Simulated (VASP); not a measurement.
# C (C2/m) in VASP: a series of runs

Runs on C. Level: LDA. Tasks: single point.

All numbers are computed with VASP 6.6.1; they aren't measurements. Logs are shortened: lines on timing, memory, paths and dates and some standing lists are left out, and cuts for length are marked.

## Step 1: The cell of the first run

The typed cell holds 2 atoms: a = 2.421 Å, b = 2.421 Å, c = 3.140 Å, α = 112.64°, β = 112.64°, γ = 60.00°.

## Step 2: Single point, LDA

INCAR reads:

```
SYSTEM = C
PREC = Accurate
ENCUT = 520
EDIFF = 1E-7
ISMEAR = 0
SIGMA = 0.01
LREAL = .False.
LASPH = .True.
NELM = 60
ALGO = Normal
ISIF = 2
LWAVE = .False.
LCHARG = .False.
NBANDS = 11
```

KPOINTS reads:

```
regular mesh
0
Gamma
  18 18 12
  0 0 0
```

POSCAR reads:

```
C
1.0
    2.0963684317     -1.2104096885     -0.0112106363
    2.0963684317      1.2104096885     -0.0112106363
   -1.3805202283      0.0000000000      2.8196971948
C
2
Direct
    0.8337997844      0.8337997844      0.0013946676
    0.1662002156      0.1662002156      0.9986053324
```

Potentials or basis: VASP PAW LDA potentials, release 64 (C).

Started as:

```
> cat potpaw_LDA.64/C/POTCAR > POTCAR
> mpirun -np 1 vasp_std > vasp.out
```

OUTCAR:

```text
SYSTEM = C
   PREC = Accurate
   ENCUT = 520
   EDIFF = 1E-7
   ISMEAR = 0
   LREAL = .False.
   LASPH = .True.
   NELM = 60
   ISIF = 2

 ion  position               nearest neighbor table
   1  0.834  0.834  0.001-   2 1.40   2 1.40   2 1.40
   2  0.166  0.166  0.999-   1 1.40   1 1.40   1 1.40

  LATTYP: Found a base centered monoclinic cell.
 ALAT       =     4.1927968135
 B/A-ratio  =     0.5773757911
 C/A-ratio  =     0.7487867857
 COS(beta)  =    -0.4445211637

  Lattice vectors:

 A1 = (   2.0963684317,  -1.2104096885,  -0.0112106363)
 A2 = (   2.0963684317,   1.2104096885,  -0.0112106363)
 A3 = (  -1.3805202283,   0.0000000000,   2.8196971948)

Analysis of symmetry for initial positions (statically):
=====================================================================
 Subroutine PRICEL returns:
 Original cell was already a primitive cell.

 Routine SETGRP: Setting up the symmetry group for a
 base centered monoclinic supercell.

 Subroutine GETGRP returns: Found  4 space group operations
 (whereof  4 operations were pure point group operations)
 out of a pool of  4 trial point group operations.

The static configuration has the point symmetry C_2h.

Analysis of symmetry for dynamics (positions and initial velocities):
=====================================================================
 Subroutine PRICEL returns:
 Original cell was already a primitive cell.

 Routine SETGRP: Setting up the symmetry group for a
 base centered monoclinic supercell.

 Subroutine GETGRP returns: Found  4 space group operations
 (whereof  4 operations were pure point group operations)
 out of a pool of  4 trial point group operations.

The dynamic configuration has the point symmetry C_2h.

 Subroutine INISYM returns: Found  4 space group operations
 (whereof  4 operations are pure point group operations),
 and found     1 'primitive' translations

----------------------------------------------------------------------------------------

                                     Primitive cell

  volume of cell :      14.2723

  direct lattice vectors                    reciprocal lattice vectors
     2.096368432 -1.210409688 -0.011210636     0.239133794 -0.413083276  0.117079607
     2.096368432  1.210409688 -0.011210636     0.239133794  0.413083276  0.117079607
    -1.380520228  0.000000000  2.819697195     0.001901511  0.000000000  0.355578988

  length of vectors
     2.420739121  2.420739121  3.139510849     0.491457424  0.491457424  0.355584072

  position of ions in fractional coordinates (direct lattice)
     0.833799784  0.833799784  0.001394668
     0.166200216  0.166200216  0.998605332

  ion indices of the primitive-cell ions
   primitive index   ion index
                 1           1
                 2           2

----------------------------------------------------------------------------------------

 KPOINTS: regular mesh

Automatic generation of k-mesh.
 Grid dimensions read from file:
 generate k-points for:   18   18   12

 Generating k-lattice:

  Cartesian coordinates                     Fractional coordinates (reciprocal lattice)
     0.013285211 -0.022949071  0.006504423     0.055555556  0.000000000 -0.000000000
     0.013285211  0.022949071  0.006504423     0.000000000  0.055555556 -0.000000000
     0.000158459  0.000000000  0.029631582     0.000000000  0.000000000  0.083333333

  Length of vectors
     0.027303190  0.027303190  0.029632006

  Shift w.r.t. Gamma in fractional coordinates (k-lattice)
     0.000000000  0.000000000  0.000000000

 Subroutine IBZKPT returns following result:
 ===========================================

 Found   1037 irreducible k-points:

 Following reciprocal coordinates:
            Coordinates               Weight
  0.000000  0.000000  0.000000      1.000000
  0.055556 -0.000000 -0.000000      4.000000
  0.111111 -0.000000 -0.000000      4.000000
  0.166667 -0.000000 -0.000000      4.000000
  0.222222 -0.000000 -0.000000      4.000000
  0.277778 -0.000000 -0.000000      4.000000
[... 16 lines left out ...]
 -0.277778  0.055556  0.000000      4.000000
 -0.222222  0.055556 -0.000000      4.000000
 [... further k-points ...]
   k-points           NKPTS =   1037   k-points in BZ     NKDIM =   1037   number of bands    NBANDS=     11
   number of dos      NEDOS =    301   number of ions     NIONS =      2
   total plane-waves  NPLWV =   7776
   dimension x,y,z NGX =    18 NGY =   18 NGZ =   24
   dimension x,y,z NGXF=    36 NGYF=   36 NGZF=   48
   ions per type =               2
   NGX,Y,Z   is equivalent  to a cutoff of  12.36, 12.36, 12.71 a.u.
   NGXF,Y,Z  is equivalent  to a cutoff of  24.72, 24.72, 25.42 a.u.
 SYSTEM =  C
   PREC   = accura    normal or accurate (medium, high low for compatibility)
   ISTART =      0    job   : 0-new  1-cont  2-samecut
   ICHARG =      2    charge: 1-file 2-atom 10-const
   ISPIN  =      1    spin polarized calculation?
   LNONCOLLINEAR =      F non collinear calculations
   LSORBIT =      F    spin-orbit coupling
   LASPH  =      T    aspherical Exc in radial PAW
   ENCUT  =  520.0 eV  38.22 Ry    6.18 a.u.   4.50  4.50  5.84*2*pi/ulx,y,z
   NELM   =     60;   NELMIN=  2; NELMDL= -5     # of ELM steps
   EDIFF  = 0.1E-06   stopping-criterion for ELM
   LREAL  =      F    real-space projection
   EDIFFG = 0.1E-05   stopping-criterion for IOM
   NSW    =      0    number of steps for IOM
   IBRION =     -1    ionic relax: 0-MD 1-quasi-New 2-CG
   NFREE  =      0    steps in history (QN), initial steepest desc. (CG)
   ISIF   =      2    stress and relaxation
   ISYM   =      2    0-nonsym 1-usesym 2-fastsym
   POTIM  = 0.5000    time-step for ionic-motion
   TEBEG  =    0.0;   TEEND  =   0.0 temperature during run
   PSTRESS=    0.0 pullay stress
   NELECT =       8.0000    total number of electrons
   NUPDOWN=      -1.0000    fix difference up-down
   EMIN   =  10.00;   EMAX   =-10.00  energy-range for DOS
   EFERMI =   0.00;   METHOD = LEGACY
   ISMEAR =     0;   SIGMA  =   0.01  broadening in eV -4-tet -1-fermi 0-gaus
   EFERMI_NEDOS =   21; number of points for ismear=-14 and -15
   IALGO  =     38    algorithm
   IMIX   =      4    mixing-type and parameters
     AMIX     =   0.40;   BMIX     =  1.00
     AMIX_MAG =   1.60;   BMIX_MAG =  1.00
  volume/ion in A,a.u.               =       7.14        48.16
  Fermi-wavevector in a.u.,A,eV,Ry     =   1.349813  2.550776 24.789739  1.821994
  Thomas-Fermi vector in A             =   2.477369
   LORBIT       =      0    0 simple, 1 ext, 2 COOP (PROOUT), +10 PAW based schemes
   GGA     = CA    functional components
   LHFCALC =     F    Hartree Fock is set to
   AEXX    =    0.0000 exact exchange contribution
   IVDW    =     0    specifies the selected vdW correction
   LEPSILON=     F    determine dielectric tensor
   LRPA    =     F    only Hartree local field effects (RPA)
 non-spin polarized calculation
 Gauss-broadening in eV      SIGMA  =   0.01
  energy-cutoff  :      520.00
  volume of cell :       14.27
 maximum number of plane-waves:       398
 NGX is ok and might be reduce to    18
   NGX =  9   NGY =  9   NGZ = 11

 number of electron       8.0000001 magnetization

 Free energy of the ion-electron system (eV)
  ---------------------------------------------------
  ext. energy  EPLUGINS =         0.00000000
  ---------------------------------------------------
  free energy    TOTEN  =       -20.12087116 eV

  energy without entropy =      -20.12087116  energy(sigma->0) =      -20.12087116

 E-fermi :   6.8413     XC(G=0): -12.0046

 val. band max:        6.7616638287   @ k =  -0.2778   0.3333   0.0833
 cond. band min:       6.9209870118   @ k =  -0.3333   0.3889   0.4167
 fundamental gap:      0.1593231832
 Fermi energy:         6.8412726306

 k-point     1 :       0.0000    0.0000    0.0000
  band No.  band energies     occupation
      1     -13.5574      2.00000
      2       1.2006      2.00000
      3       3.7856      2.00000
      4       3.7858      2.00000
      5      12.6583      0.00000
      6      15.4538      0.00000
      7      15.4567      0.00000
      8      18.3113      0.00000
      9      21.1376      0.00000
     10      30.1677      0.00000
     11      34.2311      0.00000

 k-point     2 :       0.0556   -0.0000   -0.0000
  band No.  band energies     occupation
      1     -13.4775      2.00000
      2       1.2634      2.00000
      3       3.4888      2.00000
      4       3.6245      2.00000
      5      12.7663      0.00000
      6      15.5113      0.00000
      7      15.7829      0.00000
      8      18.0376      0.00000
      9      21.2427      0.00000
     10      30.4160      0.00000
     11      33.2985      0.00000

 k-point     3 :       0.1111   -0.0000   -0.0000
  band No.  band energies     occupation
      1     -13.2383      2.00000
      2       1.4515      2.00000
      3       2.6675      2.00000
      4       3.1965      2.00000
      5      13.0903      0.00000
      6      15.6111      0.00000
      7      16.7043      0.00000
      8      17.2879      0.00000
      9      21.5661      0.00000
     10      30.9263      0.00000
     11      31.4767      0.00000

 k-point     4 :       0.1667   -0.0000   -0.0000
  band No.  band energies     occupation
      1     -12.8412      2.00000
      2       1.4634      2.00000
      3       1.7769      2.00000
      4       2.6210      2.00000
      5      13.6156      0.00000
      6      15.5517      0.00000
      7      16.3122      0.00000
      8      18.0881      0.00000
      9      22.0877      0.00000
     10      29.3076      0.00000
     11      30.3162      0.00000

 k-point     5 :       0.2222   -0.0000   -0.0000
  band No.  band energies     occupation
      1     -12.2889      2.00000
      2       0.0575      2.00000
      3       2.0099      2.00000
      4       2.2103      2.00000
      5      14.1310      0.00000
      6      14.8416      0.00000
      7      15.9092      0.00000
      8      19.7971      0.00000
      9      22.6821      0.00000
     10      27.8308      0.00000
     11      29.0709      0.00000
[... 211 lines left out ...]
 k-point    21 :      -0.3889    0.0556    0.0000
  band No.  band energies     occupation
      1      -9.2027      2.00000
      2      -5.1341      2.00000
      3       0.2401      2.00000
      4       4.7730      2.00000
      5       9.6132      0.00000
      6      15.7159      0.00000
      7      18.0902      0.00000
      8      21.6678      0.00000
      9      25.1744      0.00000
     10      26.8442      0.00000
     11      28.5649      0.00000

 k-point    22 :      -0.3333    0.0556    0.0000
  band No.  band energies     occupation
      1     -10.2463      2.00000
      2      -3.6737      2.00000
      3       0.5287      2.00000
      4       4.0823      2.00000
      5      10.7903      0.00000
      6      15.7413      0.00000
      7      16.9400      0.00000
      8      22.1964      0.00000
      9      24.2120      0.00000
     10      26.5043      0.00000
     11      28.5072      0.00000

 k-point    23 :      -0.2778    0.0556    0.0000
  band No.  band energies     occupation
      1     -11.1593      2.00000
      2      -2.1641      2.00000
      3       0.9496      2.00000
      4       3.3727      2.00000
      5      12.1659      0.00000
      6      15.4861      0.00000
      7      16.1661      0.00000
      8      21.9169      0.00000
      9      23.4012      0.00000
     10      26.1336      0.00000
     11      28.9501      0.00000

 k-point    24 :      -0.2222    0.0556   -0.0000
  band No.  band energies     occupation
      1     -11.9296      2.00000
      2      -0.6578      2.00000
      3       1.4830      2.00000
      4       2.7321      2.00000
      5      13.5512      0.00000
      6      14.7048      0.00000
      7      16.1127      0.00000
      8      20.3602      0.00000
      9      23.2539      0.00000
     10      26.3007      0.00000
     11      29.7964      0.00000

 [... further k-points ...]
[... 5 lines left out ...]
  --------------------------------------------------------------------------------------
  -------------------------------------------------------------------------------------
  Total        1.4731850      1.4721567      1.3233871      0.0000000      0.0000000     -0.0007167
  in kB      165.3765606    165.2611235    148.5605791      0.0000000      0.0000000     -0.0804574
  external PRESSURE =     159.7327544 kB  Pullay stress =       0.0000000 kB

 VOLUME and BASIS-vectors are now :
 -----------------------------------------------------------------------------
  energy-cutoff  :      520.00
  volume of cell :       14.27
      direct lattice vectors                 reciprocal lattice vectors
     2.096368432 -1.210409688 -0.011210636     0.239133794 -0.413083276  0.117079607
     2.096368432  1.210409688 -0.011210636     0.239133794  0.413083276  0.117079607
    -1.380520228  0.000000000  2.819697195     0.001901511  0.000000000  0.355578988

 POSITION                                       TOTAL-FORCE (eV/Angst)
 -----------------------------------------------------------------------------------
      3.49398      0.00000     -0.01476         0.001297      0.000000      0.000116
     -0.68176      0.00000      2.81204        -0.001297      0.000000     -0.000116
 -----------------------------------------------------------------------------------
    total drift:                               -0.000000     -0.000000     -0.000000

  FREE ENERGIE OF THE ION-ELECTRON SYSTEM (eV)
  ---------------------------------------------------
  free  energy   TOTEN  =       -20.1208711631 eV

  energy  without entropy=      -20.1208711631  energy(sigma->0) =      -20.12087116
```

Run time: 2.4 min. Hardware: 1 thread of Intel Xeon Platinum 8375C at 2.90GHz (Ice Lake), shared host; peak memory 0.22 GiB.

What came out:

| Item | Value |
| --- | --- |
| Free energy | -20.1209 eV |
| Pressure | 16.0 GPa |
| Band gap on the k mesh | 0.16 eV, indirect (the least direct gap lies 4.0 meV higher) |

Levels at points of the mesh, in eV from the valence-band top:
```tsv
k point	band 1	band 2	band 3	band 4	band 5	band 6	band 7	band 8	band 9
(0.00, 0.00, 0.00)	-20.32	-5.56	-2.98	-2.98	5.90	8.69	8.70	11.55	14.38
(0.50, 0.00, 0.00)	-14.49	-13.72	-6.45	-1.61	2.17	8.61	12.99	14.23	19.41
(0.50, 0.50, 0.00)	-14.06	-13.41	-6.70	-3.42	0.86	7.29	14.89	18.51	20.83
(0.00, 0.00, 0.50)	-19.26	-10.03	-3.07	-3.07	8.50	8.50	12.29	13.59	15.39
(0.50, 0.00, 0.50)	-14.06	-13.41	-6.70	-3.43	0.85	7.29	14.90	18.53	20.82
(0.50, 0.50, 0.50)	-14.48	-13.72	-6.45	-1.62	2.16	8.61	12.99	14.24	19.41
```

A k mesh can miss the band edges.

(Continued in part 2 of 2.)
